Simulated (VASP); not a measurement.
Runs of VASP 6.6.1 on Al3GaAs4. The structure is that of space group P-43m (No. 215), or close to it. The cells are those of the table. 

```tsv
cell	k mesh	smearing	gap on the mesh (eV)	pressure (GPa)
a = 5.729, b = 5.733, c = 5.742 Å, angles 89.9, 90.1, 89.9°, 8 atoms	2 × 2 × 2	gaussian 0.1 eV	0.99	0.3
a = 5.733 Å, 8 atoms	6 × 6 × 6	gaussian 0.01 eV	1.03	0.2
a = 5.733 Å, 8 atoms	4 × 4 × 4	gaussian 0.1 eV	1.03	0.2
a = 5.733 Å, 8 atoms	6 × 6 × 6	gaussian 0.02 eV	1.03	0.2
a = 5.733 Å, 8 atoms	2 × 2 × 2	gaussian 0.1 eV	(a)	0.3
```

Alike in all rows: task single point; level PBE; potentials or basis VASP PAW PBE potentials, release 64 (Al, Ga_d, As); no spin polarisation; cutoff (eV) 520.

Problem. Fill in the values left out.

Solution. (a) 1.01.

Caveats: some runs use coarse meshes.

A k mesh can miss the band edges, and the runs leave out spin-orbit coupling on As, Ga.
